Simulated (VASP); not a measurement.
Write the native input for VASP 6.6.1 that does the following.

* Task: single point
* Functional: LDA
* Potentials or basis: VASP PAW LDA potentials, release 64 (Si, O)
* Cutoff: 520 eV
* k mesh: 4 × 4 × 4
* Occupations: gaussian, width 0.02 eV
* Spin: no spin polarisation
* Dipole correction: no
* Further INCAR settings: LREAL = Auto; ALGO = Normal; EDIFF = 1e-06; NBANDS = 82

The structure of SiO2 lies in POSCAR:

```
SiO2
1.0
   -4.9266477401      4.9266477401      4.9266477401
    4.9266477401     -4.9266477401      4.9266477401
    4.9266477401      4.9266477401     -4.9266477401
Si O
8 16
Direct
    0.3136200470      0.3136200470      0.3136200470
    0.0000000000      0.3136200470      0.0000000000
    0.0000000000      0.0000000000      0.3136200470
    0.3136200470      0.0000000000      0.0000000000
    0.0000000000      0.0000000000      0.6863799530
    0.6863799530      0.0000000000      0.0000000000
    0.0000000000      0.6863799530      0.0000000000
    0.6863799530      0.6863799530      0.6863799530
    0.5000000000      0.5000000000      0.5000000000
    0.0000000000      0.5000000000      0.0000000000
    0.0000000000      0.0000000000      0.5000000000
    0.5000000000      0.0000000000      0.0000000000
    0.1890019630      0.1890019630      0.3780039259
    0.1890019630      0.3780039259      0.1890019630
    0.8109980370      0.0000000000      0.1890019630
    0.0000000000      0.8109980370      0.1890019630
    0.3780039259      0.1890019630      0.1890019630
    0.1890019630      0.8109980370      0.0000000000
    0.8109980370      0.1890019630      0.0000000000
    0.1890019630      0.0000000000      0.8109980370
    0.6219960741      0.8109980370      0.8109980370
    0.8109980370      0.6219960741      0.8109980370
    0.0000000000      0.1890019630      0.8109980370
    0.8109980370      0.8109980370      0.6219960741
```

These files were run (other wordings do the same):

INCAR

```
PREC     = Accurate       # precision mode
ENCUT    = 520            # plane-wave cutoff, eV
EDIFF    = 1E-6           # SCF threshold, eV
ISMEAR   = 0              # smearing method
SIGMA    = 0.02           # smearing width, eV
LREAL    = Auto         
LASPH    = T              # aspherical terms in the spheres
NELM     = 60             # most SCF steps
ALGO     = Normal         # electronic algorithm
ISIF     = 2              # what is computed and relaxed
LWAVE    = F              # write WAVECAR
LCHARG   = T              # write CHGCAR
GGA      = CA             # functional
LELF     = T              # ELF
LVHAR    = T            
NBANDS   = 82             # bands
```

KPOINTS

```
regular mesh
0
Gamma
  4 4 4
```

Potentials or basis: VASP PAW LDA potentials, release 64 (Si, O).

Run with:

```sh
$ cat potpaw_LDA.64/Si/POTCAR potpaw_LDA.64/O/POTCAR > POTCAR
$ mpirun -np 1 vasp_std > vasp.out
```

It gave:

```json
{"Pressure": "0.4 GPa", "Largest force": "0.076 eV/Å", "Band gap on the k mesh": "5.52 eV"}
```

Wall time 17 min on 1 thread of Oxide Virtual Turin-like Processor (shared host), peak memory 0.48 GiB.
